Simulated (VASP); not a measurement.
Input of a VASP 6.6.1 run:

Contents of POSCAR:

```
ZnO
1.0
    0.0000000000      2.1337703828      2.1337703828
    2.1337703828      0.0000000000      2.1337703828
    2.1337703828      2.1337703828      0.0000000000
Zn O
1 1
Direct
    0.0000000000      0.0000000000      0.0000000000
    0.5000000000      0.5000000000      0.5000000000
```

Contents of INCAR.step1:

```
SYSTEM = ZnO
PREC = Accurate ; ENCUT = 520
EDIFF = 1E-5 ; ISMEAR = 0
SIGMA = 0.01 ; LREAL = .False.
LASPH = .True. ; NELM = 60
ALGO = Normal ; ISIF = 2
LWAVE = .True. ; LCHARG = .False.
GGA = PE ; NBANDS = 16
```

INCAR.step2

```
SYSTEM = ZnO
PREC = Accurate ; ENCUT = 520
EDIFF = 1E-7 ; ISMEAR = 0
SIGMA = 0.01 ; LREAL = .False.
LASPH = .True. ; NELM = 60
ALGO = Normal ; ISIF = 2
LWAVE = .False. ; LCHARG = .False.
GGA = PE ; LHFCALC = .True.
AEXX = 0.1 ; HFSCREEN = 0.1
PRECFOCK = Normal ; ISTART = 1
NBANDS = 16
```

File KPOINTS:

```
Automatic mesh
0
Gamma
  4 4 4
  0 0 0
```

Potentials or basis: VASP PAW PBE potentials, release 64 (Zn, O).

Launch:

```sh
$ cat potpaw_PBE.64/Zn/POTCAR potpaw_PBE.64/O/POTCAR > POTCAR
$ cp INCAR.step1 INCAR
$ mpirun -np 1 vasp_std > vasp.out
$ cp INCAR.step2 INCAR
$ mpirun -np 1 vasp_std > vasp.out
```

Task: What does it give for the pressure?

Result: 6.1 GPa.

Task: Predict the band gap on the k mesh.

Result: 1.76 eV, indirect (least direct gap 3.08 eV).

Caveat: the k points lie up to 0.64 Å⁻¹ apart; the PAW data sets were made with another functional, which shifts forces and pressure a little. A k mesh can miss the band edges.
